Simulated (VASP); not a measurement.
Crystal: Re.

```
Re
1.0
     2.76080    0.00000    0.00000
    -1.38040    2.39092    0.00000
     0.00000    0.00000    4.45820
Re
2
Direct
  0.66667 0.33333 0.75000
  0.33333 0.66667 0.25000
```

```yaml
Program: VASP 6.6.1
Task: relaxation of cell and atoms
Functional: RPBE
Potentials_or_basis: VASP PAW PBE potentials, release 64 (Re)
Cutoff: 600 eV
k_mesh: 11 × 11 × 6
Occupations: fermi-dirac, width 0.05 eV
Spin: no spin polarisation
```

At the start: pressure 9.5 GPa; volume 14.71 Å³/atom.

Question: How do energy, volume and symmetry change on relaxing?

Answer: Over 4 steps the energy falls by 10.7 meV/atom and the volume is 15.09 Å³/atom (+2.5 %); space group P6_3/mmc (No. 194, to 0.1 Å) before and after.

Step by step:
```
step  energy change (eV)  largest force (eV/Å)  pressure (GPa)  volume (Å³)
   1              0.0000                0.0000            9.48        29.43
   2              0.2816                0.0000          -28.30        33.29
   3             -0.0213                0.0000           -0.40        30.20
   4             -0.0214                0.0000           -0.03        30.17
```

Final structure:
```
Re
1.0
     2.78356    0.00000    0.00000
    -1.39178    2.41063    0.00000
     0.00000    0.00000    4.49632
Re
2
Direct
  0.66667 0.33333 0.75000
  0.33333 0.66667 0.25000
```

Caveat: the PAW data sets were made with another functional, which shifts forces and pressure a little.
